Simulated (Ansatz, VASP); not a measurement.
## NaI: VASP beside Ansatz

POSCAR

```
NaI
1.0
    0.0000000000      3.2296282834      3.2296282834
    3.2296282834      0.0000000000      3.2296282834
    3.2296282834      3.2296282834      0.0000000000
Na I
1 1
Direct
    0.0000000000      0.0000000000      0.0000000000
    0.5000000000      0.5000000000      0.5000000000
```

INCAR.step1

```
SYSTEM = NaI
ALGO = Normal
EDIFF = 1E-4
ENCUT = 520
GGA = PE
ISMEAR = 0
LASPH = .True.
LCHARG = .False.
LREAL = .False.
LWAVE = .True.
NBANDS = 14
NELM = 60
PREC = Accurate
SIGMA = 0.01
```

Contents of INCAR.step2:

```
SYSTEM = NaI
ALGO = Normal
EDIFF = 1E-6
ENCUT = 520
ISIF = 2
ISMEAR = 0
ISTART = 1
IVDW = 12
LASPH = .True.
LCHARG = .False.
LMIXTAU = .True.
LREAL = .False.
LWAVE = .False.
METAGGA = R2SCAN
NBANDS = 14
NELM = 60
PREC = Accurate
SIGMA = 0.01
VDW_A1 = 0.49484001
VDW_A2 = 5.73083694
VDW_S6 = 1.0
VDW_S8 = 0.78981345
```

KPOINTS

```
k-points
0
Gamma
  6 6 6
  0 0 0
```

Input for Ansatz:

```yaml
crystal:
  lattice:
    - [0.0, 3.2296282834, 3.2296282834]
    - [3.2296282834, 0.0, 3.2296282834]
    - [3.2296282834, 3.2296282834, 0.0]
  atoms:
    - { symbol: Na, position: [0.0, 0.0, 0.0] }
    - { symbol: I, position: [0.5, 0.5, 0.5] }
kpoints:
  mp_grid: { grid: [6, 6, 6] }
hamiltonian:
  xc: r2scan
  dispersion: d3bj
scf:
  occupations: { method: fixed }
  n_extra_bands: 4
output:
  forces: true
  stress: true
  eigenvalues: true
```

Alike in both runs: task single point; functional r2SCAN; dispersion D3(BJ); k mesh 6 × 6 × 6; no spin polarisation.

|  | VASP | Ansatz |
| --- | --- | --- |
| version | VASP 6.6.1 | Ansatz 0.2.0 |
| potentials or method | VASP PAW PBE potentials, release 64 (Na_pv, I) | plane waves |
| plane-wave cutoff (eV) | 520 | 500 |
| occupations | gaussian, width 0.01 eV | fixed |
| valence electrons in the cell | 14 | 26 |

Ansatz gave:

| Item | Value |
| --- | --- |
| gap on the k mesh at the Fermi level (eV) | 4.45 |
| pressure (GPa) | -0.6 |

Q: What did VASP give for the same quantities?

A: gap on the k mesh at the Fermi level (eV): 4.46; pressure (GPa): -0.7.

VASP's potentials were made for PBE, not for r2SCAN. VASP's potentials hold 14 valence electrons a cell and Ansatz's 26, so a difference there can come from the potentials and not from the codes. Ansatz's warnings: dispersion damping borrowed.

Spin-orbit coupling is off throughout.
